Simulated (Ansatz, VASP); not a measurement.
Yb: VASP beside Ansatz

INCAR

```
SYSTEM = Yb
PREC = Accurate ; ENCUT = 520
EDIFF = 1E-6 ; ISMEAR = -1
SIGMA = 0.01 ; LREAL = .FALSE.
LASPH = .TRUE. ; NELM = 80
ALGO = Normal ; ISIF = 2
LWAVE = .FALSE. ; LCHARG = .FALSE.
GGA = PE ; NBANDS = 18
```

File KPOINTS:

```
Automatic mesh
0
G
  10 10 10
  0 0 0
```

POSCAR

```
Yb
1.0
    0.0000000000      2.6151647068      2.6151647068
    2.6151647068      0.0000000000      2.6151647068
    2.6151647068      2.6151647068      0.0000000000
Yb
1
Direct
    0.0000000000      0.0000000000      0.0000000000
```

Input for Ansatz:

```yaml
crystal:
  lattice:
    - [0.0, 2.6151647068, 2.6151647068]
    - [2.6151647068, 0.0, 2.6151647068]
    - [2.6151647068, 2.6151647068, 0.0]
  atoms:
    - { symbol: Yb, position: [0.0, 0.0, 0.0] }
hamiltonian:
  xc: pbe
  pseudopotentials:
    kind: paw
    azcp:
      Yb: "pseudopotentials/Yb.paw.azcp"
basis:
  ecutwfc: 420
  fft_grid_basis: typed
kpoints:
  mp_grid: { grid: [10, 10, 10], shift: [0, 0, 0] }
magnetization:
  spin_polarized: false
scf:
  occupations: { method: fermi_dirac, width: 0.01 }
  lower_state_search: "off"
output:
  stress: true
```

Alike in both runs: task single point; functional PBE; k mesh 10 × 10 × 10; occupations fermi-dirac, width 0.01 eV; no spin polarisation.

|  | VASP | Ansatz |
| --- | --- | --- |
| version | VASP 6.6.1 | Ansatz 0.2.0 |
| potentials or method | VASP PAW PBE potentials, release 64 (Yb), cutoff 520 eV | plane waves (420 eV) with PAW, scalar-relativistic |
| valence electrons in the cell | 24 | 24 |

|  | VASP | Ansatz | Ansatz less VASP |
| --- | --- | --- | --- |
| pressure (GPa) | 0.1 | -0.1 | -0.17 |

Spin-orbit coupling is off throughout.
